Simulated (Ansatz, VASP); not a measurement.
One calculation of Ge, two programs

File POSCAR:

```
Ge
1.0
    0.0000000000      2.8289100000      2.8289100000
    2.8289100000      0.0000000000      2.8289100000
    2.8289100000      2.8289100000      0.0000000000
Ge
2
Direct
   -0.0225000000      0.0075000000      0.0075000000
    0.2725000000      0.2425000000      0.2425000000
```

File INCAR.step1:

```
SYSTEM = Ge
PREC = Accurate
ENCUT = 520
ISMEAR = -1
SIGMA = 0.05
LREAL = .False.
LASPH = .True.
NELM = 60
NBANDS = 21
GGA = PE
ALGO = Normal
EDIFF = 1E-4
LWAVE = .True.
LCHARG = .False.
```

File INCAR.step2:

```
SYSTEM = Ge
PREC = Accurate
ENCUT = 520
EDIFF = 1E-8
ISMEAR = -1
SIGMA = 0.05
LREAL = .False.
LASPH = .True.
NELM = 60
ALGO = Normal
ISIF = 2
LWAVE = .False.
LCHARG = .False.
METAGGA = R2SCAN
LMIXTAU = .True.
LEFG = .True.
NBANDS = 21
ISTART = 1
```

File KPOINTS:

```
Automatic mesh
0
Gamma
  9 9 9
  0 0 0
```

Input for Ansatz:

```yaml
crystal:
  lattice:
    - [0.0, 2.82891, 2.82891]
    - [2.82891, 0.0, 2.82891]
    - [2.82891, 2.82891, 0.0]
  atoms:
    - { symbol: Ge, position: [-0.0225, 0.0075, 0.0075] }
    - { symbol: Ge, position: [0.2725, 0.2425, 0.2425] }
kpoints:
  mp_grid: { grid: [9, 9, 9] }
scf:
  occupations: { method: fermi_dirac, width: 0.05 }
hamiltonian:
  xc: r2scan
  pseudopotentials: { kind: paw }
output:
  forces: true
  stress: true
  eigenvalues: true
  efg: { contact_densities: true }
  populations: true
  write_density: true
  write_potential: true
  elf: true
  volumetric_format: npy
```

Change from the starting cell: shortest bond scaled by 0.94, PAW files.

Alike in both runs: task electric field gradients; functional r2SCAN; k mesh 9 × 9 × 9; occupations fermi-dirac, width 0.05 eV; no spin polarisation.

```csv
,VASP,Ansatz
version,VASP 6.6.1,Ansatz 0.2.0
potentials or method,"VASP PAW PBE potentials, release 64 (Ge_d)","PAW with Ansatz's default frozen-core files, scalar-relativistic"
plane-wave cutoff (eV),520,500
valence electrons in the cell,28,28
```

```tsv
	VASP	Ansatz	Ansatz less VASP
pressure (GPa)	1.5	1.5	-0.05
traceless stress, the component that is largest in VASP (GPa)	-3.18	-3.14	+0.043
rms of the force components (eV/Å)	1.221	1.218	-0.0029
size of Vzz on the site where it differs most (V/Å²)	32.8	31.3	-1.58
```

VASP's potentials were made for PBE, not for r2SCAN. Atom by atom the forces differ by 0.003 eV/Å (rms over components). With one functional, cell and mesh, what is left measures potentials, basis and numerics.
